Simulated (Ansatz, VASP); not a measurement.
**TePb in VASP and in Ansatz**

File INCAR:

```
ALGO = Normal ; EDIFF = 1E-6
ENCUT = 520 ; GGA = PE
GGA_COMPAT = False ; ISIF = 2
ISMEAR = -1 ; LASPH = True
LCHARG = False ; LORBIT = 11
LORBMOM = True ; LREAL = False
LSORBIT = True ; LWAVE = False
MAGMOM = 0 0 0 0 0 0 ; NBANDS = 32
NELM = 150 ; PREC = Accurate
SIGMA = 0.05
```

KPOINTS

```
k-points
0
Gamma
  5 5 5
```

File POSCAR:

```
TePb
1.0
    4.0022870000      0.0000000000      0.0000000000
    0.0000000000      4.0022870000      0.0000000000
    0.0000000000      0.0000000000      4.0022870000
Pb Te
1 1
Direct
    0.0000000000      0.0000000000      0.0000000000
    0.5000000000      0.5000000000      0.5000000000
```

Contents of input.yaml:

```yaml
crystal:
  lattice:
    - [4.002287, 0.0, 0.0]
    - [0.0, 4.002287, 0.0]
    - [0.0, 0.0, 4.002287]
  atoms:
    - { symbol: Pb, position: [0.0, 0.0, 0.0] }
    - { symbol: Te, position: [0.5, 0.5, 0.5] }
hamiltonian:
  xc: pbe
  pseudopotentials: { kind: paw_fr }
magnetization:
  noncollinear: true
  spin_orbit: true
kpoints:
  mp_grid: { grid: [5, 5, 5] }
  band_path:
    path:
      - [[0.0, 0.0, 0.0], [0.0, 0.5, 0.0], [0.5, 0.5, 0.0], [0.0, 0.0, 0.0], [0.5, 0.5, 0.5], [0.0, 0.5, 0.0]]
      - [[0.5, 0.5, 0.0], [0.5, 0.5, 0.5]]
    npoints: 14
scf:
  occupations: { method: fermi_dirac, width: 0.05 }
  n_extra_bands: 6
output:
  forces: true
  stress: true
  eigenvalues: true
  fatbands: false
  write_density: true
  write_potential: true
  elf: true
  volumetric_format: npy
```

Alike in both runs: functional PBE; k mesh 5 × 5 × 5; occupations fermi-dirac, width 0.05 eV; non-collinear spin, spin-orbit coupling.

```csv
,VASP,Ansatz
version,VASP 6.6.1,Ansatz 0.2.0
potentials or method,"VASP PAW PBE potentials, release 64 (Pb_d, Te)",Ansatz PAW
plane-wave cutoff (eV),520,420
valence electrons in the cell,20,30
task,single point,band structure
```

```csv
,VASP,Ansatz,Ansatz less VASP
pressure (GPa),0.0,0.1,+0.05
net moment per atom (μB),0.00,0.00,0.000
```

VASP's potentials hold 20 valence electrons a cell and Ansatz's 30, so a difference there can come from the potentials and not from the codes.
